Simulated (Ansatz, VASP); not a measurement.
ZnO: VASP beside Ansatz

File POSCAR:

```
ZnO
1.0
    3.2493080000      0.0000000000      0.0000000000
   -1.6246540000      2.8139832727      0.0000000000
    0.0000000000      0.0000000000      5.2057090000
Zn O
2 2
Direct
    0.6666666667      0.3333333333      0.0000000000
    0.3333333333      0.6666666667      0.5000000000
    0.3333333333      0.6666666667      0.8790100000
    0.6666666667      0.3333333333      0.3790100000
```

Contents of INCAR.step1:

```
SYSTEM = ZnO
PREC = Accurate
ENCUT = 1480
ISMEAR = -1
SIGMA = 0.05
LREAL = .False.
LASPH = .True.
NELM = 120
NBANDS = 26
GGA = PE
ALGO = Normal
EDIFF = 1E-5
LWAVE = .True.
LCHARG = .False.
GGA_COMPAT = .False.
```

File INCAR.step2:

```
SYSTEM = ZnO
PREC = Accurate
ENCUT = 1480
EDIFF = 1E-6
ISMEAR = -1
SIGMA = 0.05
LREAL = .False.
LASPH = .True.
NELM = 120
ALGO = Normal
ISIF = 2
LWAVE = .False.
LCHARG = .False.
METAGGA = R2SCAN
LMIXTAU = .True.
LUSE_VDW = .True.
IVDW_NL = 2
BPARAM = 11.95
CPARAM = 0.0093
NBANDS = 26
ISTART = 1
GGA_COMPAT = .False.
```

File KPOINTS:

```
Automatic mesh
0
Gamma
  9 9 5
  0 0 0
```

File input.yaml:

```yaml
crystal:
  lattice:
    - [3.249308, 0.0, 0.0]
    - [-1.624654, 2.8139832727, 0.0]
    - [0.0, 0.0, 5.205709]
  atoms:
    - { symbol: Zn, position: [0.6666666667, 0.3333333333, 0.0] }
    - { symbol: Zn, position: [0.3333333333, 0.6666666667, 0.5] }
    - { symbol: O, position: [0.3333333333, 0.6666666667, 0.87901] }
    - { symbol: O, position: [0.6666666667, 0.3333333333, 0.37901] }
hamiltonian:
  xc: r2scan
  pseudopotentials: { kind: paw }
  dispersion: rvv10
kpoints:
  mp_grid: { grid: [9, 9, 5] }
scf:
  occupations: { method: fermi_dirac, width: 0.05 }
output:
  forces: true
  stress: true
  eigenvalues: true
  write_density: true
  write_potential: true
  elf: true
  volumetric_format: npy
```

Alike in both runs: task single point; functional r2SCAN; dispersion rVV10; k mesh 9 × 9 × 5; occupations fermi-dirac, width 0.05 eV; no spin polarisation.

|  | VASP | Ansatz |
| --- | --- | --- |
| version | VASP 6.6.1 | Ansatz 0.2.0 |
| potentials or method | VASP PAW PBE potentials, release 64 (Zn, O_h) | Ansatz PAW |
| plane-wave cutoff (eV) | 1480 | 500 |
| valence electrons in the cell | 36 | 36 |

```tsv
	VASP	Ansatz	Ansatz less VASP
gap on the k mesh at the Fermi level (eV)	1.18	1.18	-0.001
least direct gap on the mesh (eV)	1.18	1.18	-0.001
pressure (GPa)	-1.5	-2.5	-1.01
traceless stress, the component that is largest in VASP (GPa)	1.10	1.04	-0.052
rms of the force components (eV/Å)	0.042	0.040	-0.0021
```

VASP's potentials were made for PBE, not for r2SCAN. Atom by atom the forces differ by 0.002 eV/Å (rms over components).

Noted on Ansatz's run: odd divisions of the mesh miss points on the zone boundary, where band edges often lie, so the gap on the mesh can be too wide.
